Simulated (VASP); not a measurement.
Runs of VASP 6.6.1 on BaTe. The structure is that of space group Fm-3m (No. 225), or close to it. The cells are those of the table. 

```csv
task,cell,cutoff (eV),gap on the mesh (eV),pressure (GPa)
relaxation of cell and atoms,"relaxed to 4 GPa from a = 4.909 Å, angles 60.0°, 2 atoms",600,(c),4.0
single point,"a = 4.592 Å, angles 60.0°, 2 atoms",520,0.77,(b)
relaxation of cell and atoms,"relaxed to 1 GPa from a = 4.909 Å, angles 60.0°, 2 atoms",600,1.33,1.0
single point,"a = 4.748 Å, angles 60.0°, 2 atoms",520,1.10,4.5
single point,"a = 4.662 Å, angles 60.0°, 2 atoms",520,0.93,7.7
relaxation of cell and atoms,"relaxed to 7 GPa from a = 4.909 Å, angles 60.0°, 2 atoms",600,0.96,7.0
single point,"a = 4.498 Å, angles 60.0°, 2 atoms",520,0.53,(a)
single point,"a = 4.821 Å, angles 60.0°, 2 atoms",520,1.23,2.4
```

Alike in all rows: level PBEsol; potentials or basis VASP PAW PBE potentials, release 64 (Ba_sv, Te); no spin polarisation; k mesh 6 × 6 × 6; smearing gaussian 0.01 eV.

Fill in the values left out.

(a) 15.9; (b) 10.8; (c) 1.14.

Caveats: the PAW data sets were made with another functional, which shifts forces and pressure a little; spin-orbit coupling is left out, which moves the levels of the heavy elements; the cell is relaxed towards a set pressure, so the enthalpy falls and the energy may rise (some runs).

A k mesh can miss the band edges, and the runs leave out spin-orbit coupling on Ba, Te.
